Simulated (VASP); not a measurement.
A run of VASP 6.6.1 is set up as follows.

The input INCAR:

```
PREC     = Accurate       # precision mode
ENCUT    = 600            # plane-wave cutoff, eV
EDIFF    = 1E-6           # SCF threshold, eV
ISMEAR   = -1             # smearing method
SIGMA    = 0.05           # smearing width, eV
LREAL    = F              # projectors in reciprocal space
LASPH    = T              # aspherical terms in the spheres
NELM     = 200            # most SCF steps
ALGO     = Normal         # electronic algorithm
ISIF     = 2              # what is computed and relaxed
LWAVE    = F              # write WAVECAR
LCHARG   = T              # write CHGCAR
LMAXMIX  = 4              # l up to which the mixer works
LDAU     = T              # DFT+U
LDAUTYPE = 2            
LDAUL    = -1 2 -1        # shell
LDAUU    = 0 8 0          # U, eV
LDAUJ    = 0 0 0        
LDAUPRINT= 1            
GGA      = CA             # functional
LELF     = T              # ELF
LVHAR    = T            
NBANDS   = 28             # bands
GGA_COMPAT= F
```

The input KPOINTS:

```
regular mesh
0
Gamma
  7 7 7
```

POSCAR

```
BaTiO3
1.0
    3.9998000000      0.0000000000      0.0000000000
    0.0000000000      3.9998000000      0.0000000000
    0.0000000000      0.0000000000      4.0180000000
Ba Ti O
1 1 3
Direct
    0.9955672000      0.9906407400      0.0035034300
    0.5025366900      0.4919233700      0.4687657700
    0.4792189400      0.5143238900      0.0064065200
    0.5027309200      0.0032990000      0.5093824900
    0.0199462600      0.4998130000      0.5399418000
```

Potentials or basis: VASP PAW LDA potentials, release 64 (Ba_sv, Ti_sv, O).

Command:

```bash
$ cat potpaw_LDA.64/Ba_sv/POTCAR potpaw_LDA.64/Ti_sv/POTCAR potpaw_LDA.64/O/POTCAR > POTCAR
$ mpirun -np 1 vasp_std > vasp.out
```

Q: Estimate the band gap on the k mesh.

A: 2.87 eV (least direct gap 3.16 eV).

Q: Predict the pressure.

A: 1.1 GPa.

Q: Estimate the largest force.

A: 2.078 eV/Å.

Stress tensor (GPa, compression positive):
```
-0.10 -0.13  0.09
-0.13  0.62  0.21
 0.09  0.21  2.66
```

Caveat: spin-orbit coupling is left out, which moves the levels of the heavy elements; forces of over 1 eV/Å act on the atoms, so gaps and moduli don't describe the material at rest. A k mesh can miss the band edges.
